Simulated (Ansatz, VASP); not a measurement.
**Ti in VASP and in Ansatz**

```
Ti
1.0
     2.95000    0.01475    0.01475
    -1.46223    2.54740    0.00540
     0.02343    0.02343    4.68600
Ti
2
Cartesian
  0.0144 1.7090 1.1800
  1.4968 0.8765 3.5261
```

Change from the starting cell: equal xy, yz and zx shear strains of +1 %, crystal datasets.

Alike in both runs: task electric field gradients; functional PBEsol; k mesh 13 × 13 × 7; occupations fermi-dirac, width 0.08 eV; no spin polarisation.

|  | VASP | Ansatz |
| --- | --- | --- |
| version | VASP 6.6.1 | Ansatz 0.2.0 |
| potentials or method | VASP PAW PBE potentials, release 64 (Ti_sv), cutoff 520 eV | all-electron PAW with datasets made for the crystal, scalar-relativistic |

VASP gave:

| Property | Result |
| --- | --- |
| pressure (GPa) | -6.0 |
| traceless stress, the component that is largest in VASP (GPa) | -0.58 |
| rms of the force components (eV/Å) | 0.015 |
| size of Vzz on the site where it differs most (V/Å²) | 16.6 |

Task: What did Ansatz give for the same quantities?

Result: Pressure (GPa): -5.8; traceless stress, the component that is largest in VASP (GPa): -0.59; rms of the force components (eV/Å): 0.015; size of Vzz on the site where it differs most (V/Å²): 18.1.

VASP's potentials were made for PBE, not for PBEsol. Atom by atom the forces differ by 0.000 eV/Å (rms over components). Ansatz ran all-electron here, and VASP with PAW potentials.
